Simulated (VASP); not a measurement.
**ZnO: single point with PBE**

Crystal: ZnO.

```
Zn O
1.0
     2.63307    0.00000    0.00000
     0.00000    2.63307    0.00000
     0.00000    0.00000    2.63307
Zn O
1 1
Direct
  0.00000 0.00000 0.00000
  0.50000 0.50000 0.50000
```

This cell differs from its parent crystal: volume changed by -6%.

- Program: VASP 6.6.1
- Task: single point
- Functional: PBE
- Potentials or basis: VASP PAW PBE potentials, release 64 (Zn, O)
- Cutoff: 520 eV
- k mesh: 8 × 8 × 8
- Occupations: fermi-dirac, width 0.02 eV
- Spin: no spin polarisation

```yaml
Pressure: 12.4 GPa
Band_gap_on_the_k_mesh: zero (band 9 reaches 3.73 eV, above the bottom of band 10 at 3.21 eV)
```

Levels at points of the mesh, in eV from the Fermi level:
```csv
k point,band 7,band 8,band 9,band 10,band 11,band 12
"(0.00, 0.00, 0.00)",-1.38,-1.38,-1.38,-0.56,14.39,14.39
"(0.50, 0.00, 0.00)",-4.56,-0.04,-0.04,5.33,6.94,16.13
"(0.50, 0.50, 0.00)",-5.29,-5.12,-0.25,2.78,10.50,10.50
"(0.50, 0.50, 0.50)",-1.45,-1.45,-1.45,5.51,5.51,5.51
```

Wall time 5 s on 1 thread of Intel Xeon 6975P-C, with other jobs on the host, peak memory 0.13 GiB.
